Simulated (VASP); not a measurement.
Write the native input for VASP 6.6.1 that does the following.

```
Task                   : single point
Functional             : PBE
Dispersion             : D3(BJ)
Potentials or basis    : VASP PAW PBE potentials, release 64 (B, N)
Cutoff                 : 520 eV
k mesh                 : 12 × 12 × 12
Occupations            : gaussian, width 0.05 eV
Spin                   : no spin polarisation
Dipole correction      : no
Further INCAR settings : ALGO = Normal; EDIFF = 1e-07; NBANDS = 11
```

The structure of BN lies in POSCAR:

```
BN
1.0
    0.0000000000      3.3904563551      2.1011085028
    1.2140831370      0.0000000000      2.1011085028
    1.2140831370      3.3904563551      0.0000000000
B N
1 1
Direct
    0.0000486500      0.0000486500      0.9999513500
    0.6666513400      0.6666513400      0.3333486600
```

This cell differs from its parent crystal: strain -0.030 along x and y, -0.030 along z.

These files were run (other wordings do the same):

INCAR

```
PREC = Accurate
ENCUT = 520
EDIFF = 1E-7
ISMEAR = 0
SIGMA = 0.05
LREAL = F
LASPH = T
NELM = 60
ALGO = Normal
ISIF = 2
LWAVE = F
LCHARG = F
GGA = PE
IVDW = 12
NBANDS = 11
```

KPOINTS

```
regular mesh
0
Gamma
  12 12 12
```

Potentials or basis: VASP PAW PBE potentials, release 64 (B, N).

Command:

```bash
$ cat potpaw_PBE.64/B/POTCAR potpaw_PBE.64/N/POTCAR > POTCAR
$ mpirun -np 1 vasp_std > vasp.out
```

It gave:

* Pressure: 25.9 GPa
* Largest force: 0.014 eV/Å
* Band gap on the k mesh: 3.89 eV, indirect (least direct gap 4.77 eV)
* Dispersion energy per atom: -0.146 eV

Caveat: the cell differs from its parent crystal (strain -0.030 along x and y, -0.030 along z).

It took 72 s on 1 thread of AMD EPYC 7R13 Processor (Zen 3), with other jobs on the host, peak memory 0.15 GiB.
